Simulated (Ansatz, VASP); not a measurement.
# Li2H5: VASP beside Ansatz

```
Li H
1.0
     1.37576    0.79430    6.05966
    -1.37576    0.79430    6.05966
     0.00000   -1.58859    6.05966
Li H
2 5
Direct
  0.07669 0.07669 0.07669
  0.92331 0.92331 0.92331
  0.20702 0.20702 0.20702
  0.79298 0.79298 0.79298
  0.33195 0.33195 0.33195
  0.66805 0.66805 0.66805
  0.50000 0.50000 0.50000
```

Change from the starting cell: species swapped into the B5W2 type (R-3m, No. 166).

Alike in both runs: functional PBE; k mesh 6 × 6 × 6; occupations gaussian, width 0.1 eV; no spin polarisation.

Ansatz relaxed the structure, and its values are those at the end. VASP's run is a single point on that final structure, the one shown.

|  | VASP | Ansatz |
| --- | --- | --- |
| version | VASP 6.6.1 | Ansatz 0.2.0 |
| potentials or method | VASP PAW PBE potentials, release 64 (Li_sv, H), cutoff 520 eV | scalar-relativistic, plane waves, PAW |
| valence electrons in the cell | 11 | 11 |

Ansatz gave:

| Item | Value |
| --- | --- |
| gap on the k mesh at the Fermi level (eV) | none |
| rms of the force components (eV/Å) | 0.004 |

Task: What did VASP give for the same quantities?

Result: gap on the k mesh at the Fermi level (eV): none; rms of the force components (eV/Å): 0.005.

A gap of «none» marks a metal or a gap that the smearing closes.

The k mesh is coarse, so the values compare programs but aren't converged. Noted on VASP's run: the cutoff is under 1.25 times that of the potentials, so the pressure is a little rough.
